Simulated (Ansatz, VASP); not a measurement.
Two plane-wave programs on Al5Cu

```xyz
6
Lattice="4.4717 0.0000 0.0000 -2.2358 3.8726 0.0000 0.0000 0.0000 5.5121" Properties=species:S:1:pos:R:3 pbc="T T T"
Al    0.0000    2.5817    0.7395
Al    2.2358    1.2909    1.9885
Al    0.0000    0.0000    2.7560
Al    0.0000    2.5817    3.5236
Al    2.2358    1.2909    4.7726
Cu    0.0000    0.0000    0.0000
```

Alike in both runs: functional PBE; k mesh 12 × 12 × 8; occupations gaussian, width 0.1 eV; no spin polarisation.

Ansatz relaxed the structure, and its values are those at the end. VASP's run is a single point on that final structure, the one shown.

```csv
,VASP,Ansatz
version,VASP 6.6.1,Ansatz 0.2.0
potentials or method,"VASP PAW PBE potentials, release 64 (Al, Cu), cutoff 520 eV","scalar-relativistic, plane waves, PAW"
valence electrons in the cell,26,34
```

|  | VASP | Ansatz | Ansatz less VASP |
| --- | --- | --- | --- |
| gap on the k mesh at the Fermi level (eV) | none | none | - |
| pressure (GPa) | 0.1 | 0.0 | -0.13 |

A gap of «none» marks a metal or a gap that the smearing closes. With one functional, cell and mesh, what is left measures potentials, basis and numerics. VASP's potentials hold 26 valence electrons a cell and Ansatz's 34, so a difference there can come from the potentials and not from the codes.
